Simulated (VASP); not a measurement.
# SiNi (WC type) (P-6m2) in VASP: further runs

SiNi (WC type) is run at these levels: PBE; tasks: single point.

All numbers are computed with VASP 6.6.1; they aren't measurements. Logs are shortened: lines on timing, memory, paths and dates and some standing lists are left out, and cuts for length are marked.

**1. The cell of the first run**

The structure is hexagonal, space group P-6m2 (No. 187). The conventional cell has a = 2.233 Å, b = 2.233 Å, c = 3.335 Å, α = 90.00°, β = 90.00°, γ = 120.00°. Ni (site symmetry -6m2) has 6 Si at 2.11 Å and 6 Ni at 2.23 Å within 2.8 Å. Si (site symmetry -6m2) has 6 Ni at 2.11 Å and 6 Si at 2.23 Å within 2.8 Å.

**2. Single point, PBE**

The input, INCAR:

```
PREC = Accurate ; ENCUT = 520
EDIFF = 1E-6 ; ISMEAR = -1
SIGMA = 0.1 ; LREAL = F
LASPH = T ; NELM = 60
ALGO = Normal ; ISIF = 2
LWAVE = F ; LCHARG = F
GGA = PE ; NBANDS = 14
```

The input, KPOINTS:

```
regular mesh
0
Gamma
  14 14 13
```

The input, POSCAR:

```
SiNi
1.0
    2.2332720644      0.0000000000      0.0000000000
   -1.1166360322      1.9340703414      0.0000000000
    0.0000000000      0.0000000000      3.3345366089
Ni Si
1 1
Direct
    0.0000000000      0.0000000000      0.0000000000
    0.3333333333      0.6666666667      0.5000000000
```

Potentials or basis: VASP PAW PBE potentials, release 64 (Ni, Si).

Command:

```
cat potpaw_PBE.64/Ni/POTCAR potpaw_PBE.64/Si/POTCAR > POTCAR
mpirun -np 1 vasp_std > vasp.out
```

OUTCAR:

```text
PREC = Accurate
   ENCUT = 520
   EDIFF = 1E-6
   ISMEAR = -1
   LREAL = F
   LASPH = T
   NELM = 60
   ISIF = 2
   GGA = PE

 ion  position               nearest neighbor table
   1  0.000  0.000  0.000-   2 2.11   2 2.11   2 2.11   2 2.11   2 2.11   2 2.11   2 3.07   2 3.07
                             2 3.07   2 3.07   2 3.07   2 3.07
   2  0.333  0.667  0.500-   1 2.11   1 2.11   1 2.11   1 2.11   1 2.11   1 2.11   1 3.07   1 3.07
                             1 3.07   1 3.07   1 3.07   1 3.07

  LATTYP: Found a hexagonal cell.
 ALAT       =     2.2332720644
 C/A-ratio  =     1.4931170555

  Lattice vectors:

 A1 = (   2.2332720644,   0.0000000000,   0.0000000000)
 A2 = (  -1.1166360322,   1.9340703414,   0.0000000000)
 A3 = (   0.0000000000,   0.0000000000,   3.3345366089)

Analysis of symmetry for initial positions (statically):
=====================================================================
 Subroutine PRICEL returns:
 Original cell was already a primitive cell.

 Routine SETGRP: Setting up the symmetry group for a
 hexagonal supercell.

 Subroutine GETGRP returns: Found 12 space group operations
 (whereof 12 operations were pure point group operations)
 out of a pool of 24 trial point group operations.

The static configuration has the point symmetry D_3h.

Analysis of symmetry for dynamics (positions and initial velocities):
=====================================================================
 Subroutine PRICEL returns:
 Original cell was already a primitive cell.

 Routine SETGRP: Setting up the symmetry group for a
 hexagonal supercell.

 Subroutine GETGRP returns: Found 12 space group operations
 (whereof 12 operations were pure point group operations)
 out of a pool of 24 trial point group operations.

The dynamic configuration has the point symmetry D_3h.

 Subroutine INISYM returns: Found 12 space group operations
 (whereof 12 operations are pure point group operations),
 and found     1 'primitive' translations

----------------------------------------------------------------------------------------

                                     Primitive cell

  volume of cell :      14.4029

  direct lattice vectors                    reciprocal lattice vectors
     2.233272064  0.000000000  0.000000000     0.447773478  0.258522138  0.000000000
    -1.116636032  1.934070341  0.000000000     0.000000000  0.517044276  0.000000000
     0.000000000  0.000000000  3.334536609     0.000000000  0.000000000  0.299891744

  length of vectors
     2.233272064  2.233272064  3.334536609     0.517044276  0.517044276  0.299891744

  position of ions in fractional coordinates (direct lattice)
     0.000000000  0.000000000  0.000000000
     0.333333333  0.666666667  0.500000000

  ion indices of the primitive-cell ions
   primitive index   ion index
                 1           1
                 2           2

----------------------------------------------------------------------------------------

 KPOINTS: regular mesh

Automatic generation of k-mesh.
 Grid dimensions read from file:
 generate k-points for:   14   14   13

 Generating k-lattice:

  Cartesian coordinates                     Fractional coordinates (reciprocal lattice)
     0.031983820  0.018465867  0.000000000     0.071428571 -0.000000000  0.000000000
     0.000000000  0.036931734  0.000000000     0.000000000  0.071428571  0.000000000
     0.000000000  0.000000000  0.023068596     0.000000000  0.000000000  0.076923077

  Length of vectors
     0.036931734  0.036931734  0.023068596

  Shift w.r.t. Gamma in fractional coordinates (k-lattice)
     0.000000000  0.000000000  0.000000000

 Subroutine IBZKPT returns following result:
 ===========================================

 Found    168 irreducible k-points:

 Following reciprocal coordinates:
            Coordinates               Weight
  0.000000  0.000000  0.000000      1.000000
  0.071429  0.000000  0.000000      6.000000
  0.142857  0.000000  0.000000      6.000000
  0.214286  0.000000  0.000000      6.000000
  0.285714 -0.000000  0.000000      6.000000
  0.357143  0.000000  0.000000      6.000000
[... 16 lines left out ...]
  0.285714  0.285714  0.000000      6.000000
  0.357143  0.285714  0.000000      6.000000
 [... further k-points ...]
   k-points           NKPTS =    168   k-points in BZ     NKDIM =    168   number of bands    NBANDS=     14
   number of dos      NEDOS =    301   number of ions     NIONS =      2
   total plane-waves  NPLWV =   9072
   dimension x,y,z NGX =    18 NGY =   18 NGZ =   28
   dimension x,y,z NGXF=    36 NGYF=   36 NGZF=   56
   ions per type =               1   1
   NGX,Y,Z   is equivalent  to a cutoff of  13.40, 13.40, 13.96 a.u.
   NGXF,Y,Z  is equivalent  to a cutoff of  26.80, 26.80, 27.92 a.u.
 SYSTEM =  unknown system
   PREC   = accura    normal or accurate (medium, high low for compatibility)
   ISTART =      0    job   : 0-new  1-cont  2-samecut
   ICHARG =      2    charge: 1-file 2-atom 10-const
   ISPIN  =      1    spin polarized calculation?
   LNONCOLLINEAR =      F non collinear calculations
   LSORBIT =      F    spin-orbit coupling
   LASPH  =      T    aspherical Exc in radial PAW
   ENCUT  =  520.0 eV  38.22 Ry    6.18 a.u.   4.15  4.15  6.20*2*pi/ulx,y,z
   NELM   =     60;   NELMIN=  2; NELMDL= -5     # of ELM steps
   EDIFF  = 0.1E-05   stopping-criterion for ELM
   LREAL  =      F    real-space projection
   EDIFFG = 0.1E-04   stopping-criterion for IOM
   NSW    =      0    number of steps for IOM
   IBRION =     -1    ionic relax: 0-MD 1-quasi-New 2-CG
   NFREE  =      0    steps in history (QN), initial steepest desc. (CG)
   ISIF   =      2    stress and relaxation
   ISYM   =      2    0-nonsym 1-usesym 2-fastsym
   POTIM  = 0.5000    time-step for ionic-motion
   TEBEG  =    0.0;   TEEND  =   0.0 temperature during run
   PSTRESS=    0.0 pullay stress
   NELECT =      14.0000    total number of electrons
   NUPDOWN=      -1.0000    fix difference up-down
   EMIN   =  10.00;   EMAX   =-10.00  energy-range for DOS
   EFERMI =   0.00;   METHOD = LEGACY
   ISMEAR =    -1;   SIGMA  =   0.10  broadening in eV -4-tet -1-fermi 0-gaus
   EFERMI_NEDOS =   21; number of points for ismear=-14 and -15
   IALGO  =     38    algorithm
   IMIX   =      4    mixing-type and parameters
     AMIX     =   0.40;   BMIX     =  1.00
     AMIX_MAG =   1.60;   BMIX_MAG =  1.00
  volume/ion in A,a.u.               =       7.20        48.60
  Fermi-wavevector in a.u.,A,eV,Ry     =   1.621690  3.064549 35.781648  2.629877
  Thomas-Fermi vector in A             =   2.715425
   LORBIT       =      0    0 simple, 1 ext, 2 COOP (PROOUT), +10 PAW based schemes
   GGA     = PE    functional components
   LHFCALC =     F    Hartree Fock is set to
   AEXX    =    0.0000 exact exchange contribution
   IVDW    =     0    specifies the selected vdW correction
   LEPSILON=     F    determine dielectric tensor
   LRPA    =     F    only Hartree local field effects (RPA)
 non-spin polarized calculation
  energy-cutoff  :      520.00
  volume of cell :       14.40
 maximum number of plane-waves:       398
 NGX is ok and might be reduce to    18
   NGX =  9   NGY =  9   NGZ = 13

 number of electron      14.0000008 magnetization

 Free energy of the ion-electron system (eV)
  ---------------------------------------------------
  ext. energy  EPLUGINS =         0.00000000
  ---------------------------------------------------
  free energy    TOTEN  =        -7.11599638 eV

  energy without entropy =       -7.10374570  energy(sigma->0) =       -7.10987104

 E-fermi :  20.5017     XC(G=0): -15.0613

 val. band max:       20.4491457601   @ k =   0.2857   0.1429   0.0769
 cond. band min:      20.5106083548   @ k =   0.2857   0.2143   0.0000
 fundamental gap:      0.0614625948
 Fermi energy:        20.5016908028

 k-point     1 :       0.0000    0.0000    0.0000
  band No.  band energies     occupation
      1       1.1146      2.00000
      2      11.8691      2.00000
      3      13.5501      2.00000
      4      15.8909      2.00000
      5      15.8909      2.00000
      6      17.2473      2.00000
      7      17.2473      2.00000
      8      22.0776      0.00000
      9      34.4169      0.00000
     10      34.4169      0.00000
     11      38.6064      0.00000
     12      38.6064      0.00000
     13      39.6340      0.00000
     14      43.2619      0.00000

 k-point     2 :       0.0714    0.0000    0.0000
  band No.  band energies     occupation
      1       1.3153      2.00000
      2      12.0270      2.00000
      3      13.4427      2.00000
      4      15.7565      2.00000
      5      16.0162      2.00000
      6      17.2062      2.00000
      7      17.4738      2.00000
      8      22.1264      0.00000
      9      32.3736      0.00000
     10      33.6778      0.00000
     11      37.5786      0.00000
     12      39.6213      0.00000
     13      41.5510      0.00000
     14      42.1677      0.00000

 k-point     3 :       0.1429    0.0000    0.0000
  band No.  band energies     occupation
      1       1.9113      2.00000
      2      12.4535      2.00000
      3      13.1896      2.00000
      4      15.4027      2.00000
      5      16.3774      2.00000
      6      17.0919      2.00000
      7      18.0829      2.00000
      8      22.2596      0.00000
      9      28.9776      0.00000
     10      32.3491      0.00000
     11      36.3046      0.00000
     12      39.3019      0.00000
     13      41.7621      0.00000
     14      42.8891      0.00000
[... 324 lines left out ...]
 k-point    23 :       0.2857    0.2857    0.0000
  band No.  band energies     occupation
      1       9.4836      2.00000
      2      12.6993      2.00000
      3      12.9488      2.00000
      4      13.1884      2.00000
      5      14.6860      2.00000
      6      17.8627      2.00000
      7      20.2590      1.83773
      8      20.8222      0.07793
      9      25.0352      0.00000
     10      29.2681      0.00000
     11      30.0544      0.00000
     12      31.2437      0.00000
     13      34.5763      0.00000
     14      37.7350      0.00000

 k-point    24 :       0.3571    0.2857    0.0000
  band No.  band energies     occupation
      1      10.6972      2.00000
      2      11.8687      2.00000
      3      12.7834      2.00000
      4      13.4510      2.00000
      5      14.3105      2.00000
      6      17.7847      2.00000
      7      20.1118      1.96026
      8      20.5171      0.92333
      9      26.0476      0.00000
     10      29.1478      0.00000
     11      30.5151      0.00000
     12      30.7424      0.00000
     13      33.3058      0.00000
     14      37.2500      0.00000

 [... further k-points ...]

------------------------ aborting loop because EDIFF is reached ----------------------------------------

  FORCE on cell =-STRESS in cart. coord.  units (eV):
  Direction    XX          YY          ZZ          XY          YZ          ZX
  --------------------------------------------------------------------------------------
  -------------------------------------------------------------------------------------
  Total       21.9084228     21.9084228     22.0199909      0.0000000     -0.0000000      0.0000000
  in kB     2437.0941509   2437.0941511   2449.5049930      0.0000000     -0.0000000      0.0000000
  external PRESSURE =    2441.2310984 kB  Pullay stress =       0.0000000 kB

 VOLUME and BASIS-vectors are now :
 -----------------------------------------------------------------------------
  energy-cutoff  :      520.00
  volume of cell :       14.40
      direct lattice vectors                 reciprocal lattice vectors
     2.233272064  0.000000000  0.000000000     0.447773478  0.258522138  0.000000000
    -1.116636032  1.934070341  0.000000000     0.000000000  0.517044276  0.000000000
     0.000000000  0.000000000  3.334536609     0.000000000  0.000000000  0.299891744

 POSITION                                       TOTAL-FORCE (eV/Angst)
 -----------------------------------------------------------------------------------
      0.00000      0.00000      0.00000         0.000000      0.000000      0.000000
     -0.00000      1.28938      1.66727        -0.000000     -0.000000      0.000000
 -----------------------------------------------------------------------------------
    total drift:                                0.000000     -0.000000      0.000000

  FREE ENERGIE OF THE ION-ELECTRON SYSTEM (eV)
  ---------------------------------------------------
  free  energy   TOTEN  =        -7.1159963778 eV

  energy  without entropy=       -7.1037457024  energy(sigma->0) =       -7.10987104
```

It took 20 s on 1 thread of Intel Xeon Platinum 8488C (Sapphire Rapids), shared host; peak memory 0.15 GiB.

What came out:

```yaml
Free_energy: -7.1160 eV
Pressure: 244.1 GPa
Band_gap_on_the_k_mesh: zero (bands 7 and 8 overlap by 1.26 eV)
```

Caveat: the cell stands under pressure. Spin polarisation is off, so any magnetic state and its effect on volume and gap are missing.

**3. Single point, PBE**

This run uses another cell than the first one, of 8.38 Å³/atom.

The input, INCAR:

```
SYSTEM = SiNi
ALGO = Normal
EDIFF = 1E-6
ENCUT = 520
GGA = PE
ISIF = 2
ISMEAR = -1
LASPH = .TRUE.
LCHARG = .FALSE.
LREAL = .FALSE.
LWAVE = .FALSE.
NBANDS = 14
NELM = 100
PREC = Accurate
SIGMA = 0.1
```

The input, KPOINTS:

```
k-points
0
G
  14 14 13
  0 0 0
```

The input, POSCAR:

```
SiNi
1.0
    2.3711075783      0.0000000000      0.0000000000
   -1.1855537892      2.0534393980      0.0000000000
    0.0000000000      0.0000000000      3.4421795808
Ni Si
1 1
Direct
    0.0000000000      0.0000000000      0.0000000000
    0.3333333333      0.6666666667      0.5000000000
```

Potentials or basis: VASP PAW PBE potentials, release 64 (Ni, Si).

Command:

```
cat potpaw_PBE.64/Ni/POTCAR potpaw_PBE.64/Si/POTCAR > POTCAR
mpirun -np 1 vasp_std > vasp.out
```

It took 21 s on 1 thread of Intel Xeon Platinum 8488C (Sapphire Rapids), shared host; peak memory 0.16 GiB.

The run converged. Its results:

```yaml
Free_energy: -9.6894 eV
Pressure: 119.8 GPa
Band_gap_on_the_k_mesh: zero (bands 7 and 8 overlap by 1.09 eV)
```

Stress tensor (GPa, compression positive):
```
119.55   0.00   0.00
  0.00 119.55   0.00
  0.00   0.00 120.30
```

Levels at points of the mesh, in eV from the Fermi level:
```tsv
k point	band 5	band 6	band 7	band 8	band 9	band 10
(0.00, 0.00, 0.00)	-3.74	-2.78	-2.78	1.80	12.92	12.92
(0.50, 0.00, 0.00)	-3.39	-1.38	-0.41	2.52	4.74	6.44
```

Caveat: the cell stands under pressure. Spin polarisation is off, so any magnetic state and its effect on volume and gap are missing.

**4. Single point, PBE (8.38 Å³/atom)**

This run uses another cell than the first one, of 8.38 Å³/atom.

The input, INCAR:

```
SYSTEM = SiNi
PREC     = Accurate       ! precision mode
ENCUT    = 520            ! plane-wave cutoff, eV
EDIFF    = 1E-6           ! SCF threshold, eV
ISMEAR   = -1             ! smearing method
SIGMA    = 0.1            ! smearing width, eV
LREAL    = .FALSE.        ! projectors in reciprocal space
LASPH    = .TRUE.         ! aspherical terms in the spheres
NELM     = 60             ! most SCF steps
ALGO     = Normal         ! electronic algorithm
ISIF     = 2              ! what is computed and relaxed
LWAVE    = .FALSE.        ! write WAVECAR
LCHARG   = .FALSE.        ! write CHGCAR
GGA      = PE             ! functional
NBANDS   = 14             ! bands
```

The input, KPOINTS:

```
Automatic mesh
0
G
  14 14 13
  0 0 0
```

Edit POSCAR of step 3 so:

```diff
@@ -2,3 +2,3 @@
 1.0
-    2.3711075783      0.0000000000      0.0000000000
+    2.3711075784      0.0000000000      0.0000000000
    -1.1855537892      2.0534393980      0.0000000000
```

Command:

```
cat potpaw_PBE.64/Ni/POTCAR potpaw_PBE.64/Si/POTCAR > POTCAR
mpirun -np 1 vasp_std > vasp.out
```

It took 21 s on 1 thread of Intel Xeon Platinum 8488C (Sapphire Rapids), shared host; peak memory 0.15 GiB.

Results (log left out):

```
Free energy            : -9.6894 eV
Pressure               : 119.8 GPa
Band gap on the k mesh : zero (bands 7 and 8 overlap by 1.09 eV)
```

Stress tensor (GPa, compression positive):
```
119.55   0.00   0.00
  0.00 119.55   0.00
  0.00   0.00 120.30
```

Levels at points of the mesh, in eV from the Fermi level:
```csv
k point,band 5,band 6,band 7,band 8,band 9,band 10
"(0.00, 0.00, 0.00)",-3.74,-2.78,-2.78,1.80,12.92,12.92
"(0.50, 0.00, 0.00)",-3.39,-1.38,-0.41,2.52,4.74,6.44
```

Caveat: the cell stands under pressure.

**5. Single point, PBE**

This run uses another cell than the first one, of 9.43 Å³/atom.

The input, INCAR:

```
PREC     = Accurate       # precision mode
ENCUT    = 520            # plane-wave cutoff, eV
EDIFF    = 1E-6           # SCF threshold, eV
ISMEAR   = -1             # smearing method
SIGMA    = 0.1            # smearing width, eV
LREAL    = F              # projectors in reciprocal space
LASPH    = T              # aspherical terms in the spheres
NELM     = 80             # most SCF steps
ALGO     = Normal         # electronic algorithm
ISIF     = 2              # what is computed and relaxed
LWAVE    = F              # write WAVECAR
LCHARG   = F              # write CHGCAR
GGA      = PE             # functional
NBANDS   = 14             # bands
```

The input, KPOINTS:

```
regular mesh
0
Gamma
  14 14 13
```

The input, POSCAR:

```
SiNi
1.0
    3.0072024081      0.0000000000      0.0000000000
   -1.5036012041      2.6043136797      0.0000000000
    0.0000000000      0.0000000000      2.4074830752
Ni Si
1 1
Direct
    0.0000000000      0.0000000000      0.0000000000
    0.3333333333      0.6666666667      0.5000000000
```

Command:

```
cat potpaw_PBE.64/Ni/POTCAR potpaw_PBE.64/Si/POTCAR > POTCAR
mpirun -np 1 vasp_std > vasp.out
```

Wall time 16 s (1 thread of Intel Xeon Platinum 8488C (Sapphire Rapids), shared host); peak memory 0.16 GiB.

It converged, with:

```
Free energy            : -9.9428 eV
Pressure               : 101.3 GPa
Band gap on the k mesh : zero (bands 7 and 8 overlap by 6.90 eV)
```

Stress tensor (GPa, compression positive):
```
101.19   0.00   0.00
  0.00 101.19   0.00
  0.00   0.00 101.41
```

Levels at points of the mesh, in eV from the Fermi level:
```csv
k point,band 3,band 4,band 5,band 6,band 7,band 8,band 9,band 10,band 11,band 12
"(0.00, 0.00, 0.00)",-5.12,-5.12,-2.92,-2.92,4.58,4.58,6.38,7.91,7.95,7.95
"(0.50, 0.00, 0.00)",-5.66,-3.49,-3.45,-3.06,-2.59,-0.44,6.12,12.07,12.39,15.32
```

Caveat: the cell stands under pressure. Spin polarisation is off, so any magnetic state and its effect on volume and gap are missing.

**6. Overview**

| cell | gap on the mesh (eV) | pressure (GPa) |
| --- | --- | --- |
| a = 2.233, b = 2.233, c = 3.335 Å, angles 90.0, 90.0, 120.0°, 2 atoms | none | 244.1 |
| a = 2.371, b = 2.371, c = 3.442 Å, angles 90.0, 90.0, 120.0°, 2 atoms | none | 119.8 |
| a = 3.007, b = 3.007, c = 2.407 Å, angles 90.0, 90.0, 120.0°, 2 atoms | none | 101.3 |

Alike in all rows: task single point; level PBE; potentials or basis VASP PAW PBE potentials, release 64 (Ni, Si); no spin polarisation; k mesh 14 × 14 × 13; cutoff (eV) 520; smearing fermi-dirac 0.1 eV.

Caveats: the cell stands under pressure.

Total energies depend on the potentials used, so only differences within one code and one set of settings carry meaning.
